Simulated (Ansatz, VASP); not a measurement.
## One calculation of Lu3NbF, two programs

```xyz
5
Lattice="4.6913 0.0000 0.0000 0.0000 4.6913 0.0000 0.0000 0.0000 4.6913" Properties=species:S:1:pos:R:3 pbc="T T T"
Lu    2.3456    2.3456    0.0000
Lu    2.3456    0.0000    2.3456
Lu    0.0000    2.3456    2.3456
Nb    0.0000    0.0000    0.0000
F     2.3456    2.3456    2.3456
```

Change from the starting cell: species swapped into the Tb3AlN type (Pm-3m, No. 221).

Alike in both runs: task single point; functional PBE; k mesh 4 × 4 × 4; occupations gaussian, width 0.1 eV; collinear spin.

|  | VASP | Ansatz |
| --- | --- | --- |
| version | VASP 6.6.1 | Ansatz 0.2.0 |
| potentials or method | VASP PAW PBE potentials, release 64 (Lu, Nb_sv, F), cutoff 520 eV | scalar-relativistic, plane waves, PAW |
| valence electrons in the cell | 95 | 95 |

Ansatz gave:

* gap on the k mesh at the Fermi level (eV): none
* pressure (GPa): 2.4
* net moment per atom (μB): 0.00

**Question.** Which values does VASP return?

**Answer.** gap on the k mesh at the Fermi level (eV): none; pressure (GPa): 2.7; net moment per atom (μB): 0.00.

A gap of «none» marks a metal or a gap that the smearing closes. Ansatz's warnings: no starting moments, stability check not made.

Spin-orbit coupling is off throughout.
